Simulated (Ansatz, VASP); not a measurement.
Two plane-wave programs on PtS2

Contents of INCAR:

```
PREC = Accurate
ENCUT = 520
EDIFF = 1E-7
ISMEAR = 0
SIGMA = 0.05
LREAL = F
LASPH = T
NELM = 60
ALGO = Normal
ISIF = 2
LWAVE = F
LCHARG = F
LDIPOL = T
IDIPOL = 3
DIPOL = 0.5 0.5 0.416
GGA = PE
IVDW = 12
NBANDS = 31
```

File KPOINTS:

```
Automatic mesh
0
Gamma
  9 9 1
```

The input POSCAR:

```
PtS2
1.0
    3.5414386157      0.0000000000      0.0000000000
   -1.7707193078      3.0669758072      0.0000000000
    0.0000000000      0.0000000000     22.4671575440
S Pt
4 2
Direct
    0.6666666667      0.3333333333      0.2002923597
    0.3333333333      0.6666666667      0.3108349936
    0.5000000000      0.6666666667      0.5218096125
    0.1666666667      1.0000000000      0.6323522464
    0.0000000000      0.0000000000      0.2555636767
   -0.1666666667      0.3333333333      0.5770809295
```

Input for Ansatz:

```yaml
crystal:
  lattice:
    - [3.5414386157, 0.0, 0.0]
    - [-1.7707193078, 3.0669758072, 0.0]
    - [0.0, 0.0, 22.467157544]
  atoms:
    - { symbol: S, position: [0.6666666667, 0.3333333333, 0.2002923597] }
    - { symbol: Pt, position: [0.0, 0.0, 0.2555636767] }
    - { symbol: S, position: [0.3333333333, 0.6666666667, 0.3108349936] }
    - { symbol: S, position: [0.5, 0.6666666667, 0.5218096125] }
    - { symbol: Pt, position: [-0.1666666667, 0.3333333333, 0.5770809295] }
    - { symbol: S, position: [0.1666666667, 1.0, 0.6323522464] }
basis:
  ecutwfc: 420
kpoints:
  mp_grid: { grid: [9, 9, 1] }
hamiltonian:
  xc: pbe
  dispersion: d3bj
scf:
  occupations: { method: gaussian, width: 0.05 }
output:
  forces: true
  eigenvalues: true
efield:
  axis: 3
  dipole_correction: true
  ramp_width: 0.04
```

Alike in both runs: task single point; functional PBE; dispersion D3(BJ); k mesh 9 × 9 × 1; occupations gaussian, width 0.05 eV; no spin polarisation.

|  | VASP | Ansatz |
| --- | --- | --- |
| version | VASP 6.6.1 | Ansatz 0.2.0 |
| potentials or method | VASP PAW PBE potentials, release 64 (S, Pt), cutoff 520 eV | scalar-relativistic, plane waves, PAW |
| valence electrons in the cell | 44 | 60 |

|  | VASP | Ansatz | Ansatz less VASP |
| --- | --- | --- | --- |
| gap on the k mesh at the Fermi level (eV) | 1.76 | 1.76 | -0.002 |
| least direct gap on the mesh (eV) | 1.83 | 1.83 | -0.003 |
| rms of the force components (eV/Å) | 0.016 | 0.015 | -0.0013 |

VASP's potentials hold 44 valence electrons a cell and Ansatz's 60, so a difference there can come from the potentials and not from the codes.

Spin-orbit coupling is off throughout.
